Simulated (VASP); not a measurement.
# Co (Fd-3m) in VASP: relaxation of cell and atoms with PBE

Aim: the relaxation of cell and atoms of Co with PBE.

Program: VASP 6.6.1. These are calculated values, not measurements. Logs are shortened: lines on timing, memory, paths and dates and some standing lists are left out, and cuts for length are marked.

**1. The cell of the first run**

Symmetry: Fd-3m, No. 227, cubic system. Conventional cell: a = 6.435 Å, b = 6.435 Å, c = 6.435 Å, α = 90.00°, β = 90.00°, γ = 90.00°. Within 3.5 Å of Co (site symmetry -43m) lie 16 Co at 2.67 to 2.79 Å. Within 3.0 Å of Co (site symmetry -3m) lie 12 Co at 2.28 to 2.67 Å.

This isn't the form of Co at room conditions, which is hcp.

**2. Relaxation of cell and atoms, PBE, collinear spin, ferromagnetic start**

The input, INCAR:

```
ALGO = Normal ; EDIFF = 1E-7
EDIFFG = -0.005 ; ENCUT = 600
GGA = PE ; IBRION = 2
ISIF = 3 ; ISMEAR = 0
ISPIN = 2 ; LASPH = T
LCHARG = F ; LMAXMIX = 4
LORBIT = 11 ; LREAL = F
LWAVE = F ; MAGMOM = 1.98 1.98 1.93 1.93 1.93 1.93
NELM = 150 ; NSW = 100
PREC = Accurate ; SIGMA = 0.1
```

The input, KPOINTS:

```
k-points
0
Gamma
  10 10 10
```

The input, POSCAR:

```
Co
1.0
    0.0000000000      3.2173717600      3.2173717600
    3.2173717600      0.0000000000      3.2173717600
    3.2173717600      3.2173717600      0.0000000000
Co
6
Direct
    0.2500000000      0.2500000000      0.2500000000
    0.0000000000      0.0000000000      0.0000000000
    0.6250000000      0.6250000000      0.1250000000
    0.6250000000      0.1250000000      0.6250000000
    0.1250000000      0.6250000000      0.6250000000
    0.6250000000      0.6250000000      0.6250000000
```

Potentials or basis: VASP PAW PBE potentials, release 64 (Co).

On the command line:

```console
> cat potpaw_PBE.64/Co/POTCAR > POTCAR
> mpirun -np 1 vasp_std > vasp.out
```

OUTCAR:

```text
EDIFF = 1E-7
   EDIFFG = -0.005
   ENCUT = 600
   GGA = PE
   IBRION = 2
   ISIF = 3
   ISMEAR = 0
   ISPIN = 2
   LASPH = T
   LORBIT = 11
   LREAL = F
   NELM = 150
   NSW = 100
   PREC = Accurate

 ion  position               nearest neighbor table
   1  0.250  0.250  0.250-   4 2.67   5 2.67   3 2.67   5 2.67   3 2.67   4 2.67   5 2.67   3 2.67
                             6 2.67   4 2.67   6 2.67   6 2.67   2 2.79   2 2.79   2 2.79   2 2.79
   2  0.000  0.000  0.000-   3 2.67   4 2.67   3 2.67   5 2.67   4 2.67   5 2.67   6 2.67   6 2.67
                             6 2.67   3 2.67   4 2.67   5 2.67   1 2.79   1 2.79   1 2.79   1 2.79
   3  0.625  0.625  0.125-   6 2.28   4 2.28   5 2.28   6 2.28   4 2.28   5 2.28   2 2.67   1 2.67
                             2 2.67   1 2.67   1 2.67   2 2.67
   4  0.625  0.125  0.625-   6 2.28   3 2.28   3 2.28   5 2.28   6 2.28   5 2.28   2 2.67   1 2.67
                             2 2.67   1 2.67   1 2.67   2 2.67
   5  0.125  0.625  0.625-   6 2.28   3 2.28   4 2.28   3 2.28   4 2.28   6 2.28   1 2.67   2 2.67
                             1 2.67   2 2.67   1 2.67   2 2.67
   6  0.625  0.625  0.625-   3 2.28   4 2.28   5 2.28   3 2.28   4 2.28   5 2.28   2 2.67   1 2.67
                             2 2.67   1 2.67   2 2.67   1 2.67

  LATTYP: Found a face centered cubic cell.
 ALAT       =     6.4347435200

  Lattice vectors:

 A1 = (   0.0000000000,   3.2173717600,   3.2173717600)
 A2 = (   3.2173717600,   0.0000000000,   3.2173717600)
 A3 = (   3.2173717600,   3.2173717600,   0.0000000000)

Analysis of symmetry for initial positions (statically):
=====================================================================
 Subroutine PRICEL returns:
 Original cell was already a primitive cell.

 Routine SETGRP: Setting up the symmetry group for a
 face centered cubic supercell.

 Subroutine GETGRP returns: Found 48 space group operations
 (whereof 24 operations were pure point group operations)
 out of a pool of 48 trial point group operations.

The static configuration has the point symmetry T_d .
 The point group associated with its full space group is O_h .

Analysis of symmetry for dynamics (positions and initial velocities):
=====================================================================
 Subroutine PRICEL returns:
 Original cell was already a primitive cell.

 Routine SETGRP: Setting up the symmetry group for a
 face centered cubic supercell.

 Subroutine GETGRP returns: Found 48 space group operations
 (whereof 24 operations were pure point group operations)
 out of a pool of 48 trial point group operations.

The dynamic configuration has the point symmetry T_d .
 The point group associated with its full space group is O_h .

Analysis of structural, dynamic, and magnetic symmetry:
=====================================================================
 Subroutine PRICEL returns:
 Original cell was already a primitive cell.

 Routine SETGRP: Setting up the symmetry group for a
 face centered cubic supercell.

 Subroutine GETGRP returns: Found 48 space group operations
 (whereof 24 operations were pure point group operations)
 out of a pool of 48 trial point group operations.

The overall configuration has the point symmetry T_d .
 The point group associated with its full space group is O_h .

 Subroutine INISYM returns: Found 48 space group operations
 (whereof 24 operations are pure point group operations),
 and found     1 'primitive' translations

----------------------------------------------------------------------------------------

                                     Primitive cell

  volume of cell :      66.6091

  direct lattice vectors                    reciprocal lattice vectors
     0.000000000  3.217371760  3.217371760    -0.155406349  0.155406349  0.155406349
     3.217371760  0.000000000  3.217371760     0.155406349 -0.155406349  0.155406349
     3.217371760  3.217371760  0.000000000     0.155406349  0.155406349 -0.155406349

  length of vectors
     4.550050778  4.550050778  4.550050778     0.269171693  0.269171693  0.269171693

  position of ions in fractional coordinates (direct lattice)
     0.250000000  0.250000000  0.250000000
     0.000000000  0.000000000  0.000000000
     0.625000000  0.625000000  0.125000000
     0.625000000  0.125000000  0.625000000
     0.125000000  0.625000000  0.625000000
     0.625000000  0.625000000  0.625000000

  ion indices of the primitive-cell ions
   primitive index   ion index
                 1           1
                 2           2
                 3           3
                 4           4
                 5           5
                 6           6

----------------------------------------------------------------------------------------

 KPOINTS: k-points

Automatic generation of k-mesh.
 Grid dimensions read from file:
 generate k-points for:   10   10   10

 Generating k-lattice:

  Cartesian coordinates                     Fractional coordinates (reciprocal lattice)
    -0.015540635  0.015540635  0.015540635     0.100000000  0.000000000  0.000000000
     0.015540635 -0.015540635  0.015540635     0.000000000  0.100000000  0.000000000
     0.015540635  0.015540635 -0.015540635     0.000000000  0.000000000  0.100000000

  Length of vectors
     0.026917169  0.026917169  0.026917169

  Shift w.r.t. Gamma in fractional coordinates (k-lattice)
     0.000000000  0.000000000  0.000000000

 Subroutine IBZKPT returns following result:
 ===========================================

 Found     47 irreducible k-points:

 Following reciprocal coordinates:
            Coordinates               Weight
  0.000000  0.000000  0.000000      1.000000
  0.100000  0.000000  0.000000      8.000000
  0.200000  0.000000  0.000000      8.000000
  0.300000  0.000000  0.000000      8.000000
  0.400000  0.000000  0.000000      8.000000
  0.500000  0.000000  0.000000      4.000000
[... 16 lines left out ...]
  0.300000  0.300000  0.000000      6.000000
  0.400000  0.300000  0.000000     24.000000
 [... further k-points ...]
   k-points           NKPTS =     47   k-points in BZ     NKDIM =     47   number of bands    NBANDS=     38
   number of dos      NEDOS =    301   number of ions     NIONS =      6
   total plane-waves  NPLWV =  46656
   dimension x,y,z NGX =    36 NGY =   36 NGZ =   36
   dimension x,y,z NGXF=    72 NGYF=   72 NGZF=   72
   ions per type =               6
   NGX,Y,Z   is equivalent  to a cutoff of  13.15, 13.15, 13.15 a.u.
   NGXF,Y,Z  is equivalent  to a cutoff of  26.31, 26.31, 26.31 a.u.
 SYSTEM =  unknown system
   PREC   = accura    normal or accurate (medium, high low for compatibility)
   ISTART =      0    job   : 0-new  1-cont  2-samecut
   ICHARG =      2    charge: 1-file 2-atom 10-const
   ISPIN  =      2    spin polarized calculation?
   LNONCOLLINEAR =      F non collinear calculations
   LSORBIT =      F    spin-orbit coupling
   LASPH  =      T    aspherical Exc in radial PAW
   ENCUT  =  600.0 eV  44.10 Ry    6.64 a.u.   9.09  9.09  9.09*2*pi/ulx,y,z
   NELM   =    150;   NELMIN=  2; NELMDL= -5     # of ELM steps
   EDIFF  = 0.1E-06   stopping-criterion for ELM
   LREAL  =      F    real-space projection
   EDIFFG = -.5E-02   stopping-criterion for IOM
   NSW    =    100    number of steps for IOM
   IBRION =      2    ionic relax: 0-MD 1-quasi-New 2-CG
   NFREE  =      1    steps in history (QN), initial steepest desc. (CG)
   ISIF   =      3    stress and relaxation
   ISYM   =      2    0-nonsym 1-usesym 2-fastsym
   POTIM  = 0.5000    time-step for ionic-motion
   TEBEG  =    0.0;   TEEND  =   0.0 temperature during run
   PSTRESS=    0.0 pullay stress
   NELECT =      54.0000    total number of electrons
   NUPDOWN=      -1.0000    fix difference up-down
   EMIN   =  10.00;   EMAX   =-10.00  energy-range for DOS
   EFERMI =   0.00;   METHOD = LEGACY
   ISMEAR =     0;   SIGMA  =   0.10  broadening in eV -4-tet -1-fermi 0-gaus
   EFERMI_NEDOS =   21; number of points for ismear=-14 and -15
   IALGO  =     38    algorithm
   IMIX   =      4    mixing-type and parameters
     AMIX     =   0.40;   BMIX     =  1.00
     AMIX_MAG =   1.60;   BMIX_MAG =  1.00
  volume/ion in A,a.u.               =      11.10        74.92
  Fermi-wavevector in a.u.,A,eV,Ry     =   1.526493  2.884654 31.704039  2.330181
  Thomas-Fermi vector in A             =   2.634519
   LORBIT       =     11    0 simple, 1 ext, 2 COOP (PROOUT), +10 PAW based schemes
   GGA     = PE    functional components
   LHFCALC =     F    Hartree Fock is set to
   AEXX    =    0.0000 exact exchange contribution
   IVDW    =     0    specifies the selected vdW correction
   LEPSILON=     F    determine dielectric tensor
   LRPA    =     F    only Hartree local field effects (RPA)
 conjugate gradient relaxation of ions
 spin polarized calculation
 Gauss-broadening in eV      SIGMA  =   0.10
  energy-cutoff  :      600.00
  volume of cell :       66.61
 maximum number of plane-waves:      2252
   NGX = 19   NGY = 19   NGZ = 19

--------------------------------------- Ionic step        1  -------------------------------------------

 number of electron      54.0000036 magnetization       9.8284414

 number of electron      54.0000037 magnetization      10.2801458

 Free energy of the ion-electron system (eV)
  ---------------------------------------------------
  ext. energy  EPLUGINS =         0.00000000
  ---------------------------------------------------
  free energy    TOTEN  =       -41.01130768 eV

  energy without entropy =      -40.97882431  energy(sigma->0) =      -40.99506600

 E-fermi :  10.2673     XC(G=0): -13.2347

 val. band max:       10.2637896890   @ k =   0.4000   0.4000   0.0000
 cond. band min:      10.2703488909   @ k =   0.4000   0.2000   0.0000
 fundamental gap:      0.0065592018
 Fermi energy:        10.2672689039

 spin component 1

 k-point     1 :       0.0000    0.0000    0.0000
  band No.  band energies     occupation
      1       1.1115      1.00000
      2       3.8681      1.00000
      3       5.0513      1.00000
      4       5.0513      1.00000
      5       5.0513      1.00000
      6       5.6978      1.00000
[... 2042 lines left out ...]
  energy  without entropy=      -40.9761624096  energy(sigma->0) =      -40.99264374

--------------------------------------- Ionic step        3  -------------------------------------------

 number of electron      54.0000017 magnetization      10.3801508

 Free energy of the ion-electron system (eV)
  ---------------------------------------------------
  ext. energy  EPLUGINS =         0.00000000
  ---------------------------------------------------
  free energy    TOTEN  =       -41.05416973 eV

  energy without entropy =      -41.02111190  energy(sigma->0) =      -41.03764082

 E-fermi :   9.8226     XC(G=0): -13.0502

 val. band max:        9.8177676500   @ k =  -0.4000   0.2000   0.0000
 cond. band min:       9.8239237077   @ k =  -0.3000   0.5000   0.2000
 fundamental gap:      0.0061560578
 Fermi energy:         9.8225925401

 spin component 1

 k-point     1 :       0.0000    0.0000    0.0000
  band No.  band energies     occupation
      1       0.8579      1.00000
      2       3.6229      1.00000
      3       4.7563      1.00000
      4       4.7563      1.00000
      5       4.7563      1.00000
      6       5.3801      1.00000
[... 1996 lines left out ...]
  FREE ENERGIE OF THE ION-ELECTRON SYSTEM (eV)
  ---------------------------------------------------
  free  energy   TOTEN  =       -41.0541697305 eV

  energy  without entropy=      -41.0211119039  energy(sigma->0) =      -41.03764082

 reached required accuracy - stopping structural energy minimisation

 total charge

# of ion       s       p       d       tot
------------------------------------------
    1        0.389   0.389   7.178   7.956
    2        0.389   0.389   7.178   7.956
    3        0.530   0.559   7.287   8.376
    4        0.530   0.559   7.287   8.376
    5        0.530   0.559   7.287   8.376
    6        0.530   0.559   7.287   8.376
--------------------------------------------------
tot          2.899   3.013  43.506  49.419

 magnetization (x)

# of ion       s       p       d       tot
------------------------------------------
    1       -0.006  -0.039   1.856   1.812
    2       -0.006  -0.039   1.856   1.812
    3       -0.008  -0.053   1.783   1.722
    4       -0.008  -0.053   1.783   1.722
    5       -0.008  -0.053   1.783   1.722
    6       -0.008  -0.053   1.783   1.722
--------------------------------------------------
tot         -0.046  -0.287  10.844  10.511
```

Run time: 26 min. Hardware: 1 thread of Oxide Virtual Turin-like, shared host; peak memory 0.34 GiB.

What came out:

- Free energy: -41.0542 eV
- Relaxed volume: 11.46 Å³/atom
- Relaxed cell: a = 4.599 Å, b = 4.599 Å, c = 4.599 Å, α = 60.00°, β = 60.00°, γ = 60.00°
- Space group after relaxing (to 0.1 Å): Fd-3m (No. 227)
- Energy gained by relaxing: 7.1 meV/atom
- Ionic steps: 3
- Pressure after relaxing: 0.0 GPa
- Net moment: 10.38 μB per cell
- Site moments: Co +1.81, +1.72 (each value once) μB
- Valence electrons inside the program's atomic spheres: Co 7.96, 8.38 (each value once)

The path:
```tsv
step	energy change (eV)	largest force (eV/Å)	pressure (GPa)	volume (Å³)
1	0.0000	0.0000	6.58	66.61
2	0.0022	0.0000	-5.97	71.10
3	-0.0429	0.0000	-0.02	68.77
```

Final structure:
```
Co
1.0
     0.00000    3.25182    3.25182
     3.25182    0.00000    3.25182
     3.25182    3.25182    0.00000
Co
6
Direct
  0.25000 0.25000 0.25000
  0.00000 0.00000 0.00000
  0.62500 0.62500 0.12500
  0.62500 0.12500 0.62500
  0.12500 0.62500 0.62500
  0.62500 0.62500 0.62500
```
